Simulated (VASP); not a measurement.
Runs of VASP 6.6.1 on TiAl. The structure is that of space group P4/mmm (No. 123), or close to it. The cells are those of the table. 

```csv
cell,k mesh,gap on the mesh (eV),pressure (GPa)
"a = 2.810, b = 2.810, c = 4.066 Å, 2 atoms",14 × 14 × 10,none,0.2
"a = 2.744, b = 2.744, c = 3.969 Å, 2 atoms",14 × 14 × 10,none,10.2
"a = 2.826, b = 2.826, c = 4.090 Å, 2 atoms",14 × 14 × 10,none,(b)
"a = 2.795, b = 2.795, c = 4.044 Å, 2 atoms",14 × 14 × 10,none,2.1
"a = 2.692, b = 2.692, c = 3.894 Å, 2 atoms",14 × 14 × 10,none,20.2
"a = 2.726, b = 2.726, c = 4.139 Å, 2 atoms",18 × 18 × 14,none,5.9
"a = 2.683, b = 2.683, c = 4.242 Å, 2 atoms",18 × 18 × 14,none,(a)
"a = 2.683, b = 2.683, c = 4.176 Å, 2 atoms",18 × 18 × 14,none,9.2
"a = 2.613, b = 2.613, c = 3.776 Å, 2 atoms",16 × 16 × 12,none,40.3
"a = 2.775, b = 2.775, c = 4.014 Å, 2 atoms",14 × 14 × 10,none,5.1
```

Alike in all rows: task single point; level r2SCAN; potentials or basis VASP PAW PBE potentials, release 64 (Ti_sv, Al); no spin polarisation; cutoff (eV) 520; smearing gaussian 0.1 eV.

Question: Fill in the values left out.

Answer: (a) 6.8; (b) -1.9.

Caveats: the PAW data sets were made with another functional, which shifts forces and pressure a little.

A gap of «none» marks levels without a gap at the run's occupations.
